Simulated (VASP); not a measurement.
PbSe (Clausthalite), 2 atoms in the cell. It takes space group Fm-3m (No. 225, cubic). The conventional cell has a = 6.121 Å, b = 6.121 Å, c = 6.121 Å, α = 90.00°, β = 90.00°, γ = 90.00°. Pb (site symmetry m-3m) has 6 Se at 3.06 Å within 4.0 Å. Se (site symmetry m-3m) has 6 Pb at 3.06 Å within 4.0 Å. 

* Program: VASP 6.6.1
* Task: relaxation of cell and atoms
* Functional: PBEsol
* Potentials or basis: VASP PAW PBE potentials, release 64 (Pb_d, Se)
* Cutoff: 600 eV
* k mesh: 8 × 8 × 8
* Occupations: fermi-dirac, width 0.05 eV
* Spin: no spin polarisation
* Target pressure: 10 GPa
* Dipole correction: no
* Further INCAR settings: ALGO = Normal; EDIFF = 1e-07; IBRION = 2; EDIFFG = -0.01; NSW = 80; ISIF = 3

Potentials or basis: VASP PAW PBE potentials, release 64 (Pb_d, Se).

Run with:

```sh
$ cat potpaw_PBE.64/Pb_d/POTCAR potpaw_PBE.64/Se/POTCAR > POTCAR
$ mpirun -np 1 vasp_std > vasp.out
```

Hardware: 1 thread of AMD EPYC 9R45 96-Core Processor (Zen 5) (shared host).

Q: Estimate the wall time of this run.

A: Run time: 48 s on 1 thread of AMD EPYC 9R45 96-Core Processor (Zen 5), on a shared host, peak memory 0.19 GiB. Counts: scf iterations 41, k points 29, ion steps 4.
